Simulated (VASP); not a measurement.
A run of VASP 6.6.1:

The input INCAR:

```
SYSTEM = C
GGA = PS ; ISMEAR = 0
SIGMA = 0.03 ; LWAVE = .False.
LCHARG = .False. ; ISIF = 2
PREC = Accurate ; LASPH = .True.
LREAL = .False. ; ALGO = Normal
EDIFF = 1E-6 ; NELM = 120
GGA_COMPAT = .False. ; ENCUT = 840
EFERMI = MIDGAP
```

Contents of KPOINTS:

```
Automatic mesh
0
Gamma
  21 21 21
  0 0 0
```

The input POSCAR:

```
C
1.0
    0.0000000000      1.7833700000      1.8012037000
    1.7833700000      0.0000000000      1.8012037000
    1.7833700000      1.7833700000      0.0000000000
C
2
Direct
    0.7500000000      0.7500000000      0.7500000000
    0.5112147200      0.5112147200      0.4887852800
```

Potentials or basis: VASP PAW PBE potentials, release 64 (C).

Run with:

```bash
$ cat potpaw_PBE.64/C/POTCAR > POTCAR
$ mpirun -np 1 vasp_std > vasp.out
```

Hardware: 1 thread of Intel(R) Xeon(R) Platinum 8488C (Sapphire Rapids) (shared host).

Q: Estimate the wall time of this run.

A: Wall time 61 s on 1 thread of Intel(R) Xeon(R) Platinum 8488C (Sapphire Rapids), with other jobs on the host, peak memory 0.31 GiB. Counts: scf iterations 11, k points 1331.
